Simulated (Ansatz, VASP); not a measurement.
P2C: VASP beside Ansatz

```
P C
1.0
     2.82417    0.00000    0.00000
     0.00000    2.82417    0.00000
     0.00000    0.00000   13.40181
P C
4 2
Direct
  0.00000 0.50000 0.34024
  0.50000 0.00000 0.15976
  0.00000 0.50000 0.65976
  0.50000 0.00000 0.84024
  0.00000 0.00000 0.75000
  0.00000 0.00000 0.25000
```

Alike in both runs: task single point; functional PBE; k mesh 6 × 6 × 2; occupations gaussian, width 0.1 eV; collinear spin.

```csv
,VASP,Ansatz
version,VASP 6.6.1,Ansatz 0.2.0
potentials or method,"VASP PAW PBE potentials, release 64 (P, C), cutoff 520 eV","scalar-relativistic, plane waves, PAW"
valence electrons in the cell,28,28
```

|  | VASP | Ansatz | Ansatz less VASP |
| --- | --- | --- | --- |
| gap on the k mesh at the Fermi level (eV) | none | none | - |
| pressure (GPa) | -0.3 | 0.1 | +0.33 |
| traceless stress, the component that is largest in VASP (GPa) | -0.03 | 0.15 | +0.182 |
| rms of the force components (eV/Å) | 0.034 | 0.002 | -0.0318 |
| net moment per atom (μB) | 0.00 | 0.00 | 0.000 |

Atom by atom the forces differ by 0.032 eV/Å (rms over components). A gap of «none» marks a metal or a gap that the smearing closes. Ansatz's warnings: filled band counts differ across k points, seeded moment not kept.

The k mesh is coarse, so the values compare programs but aren't converged.
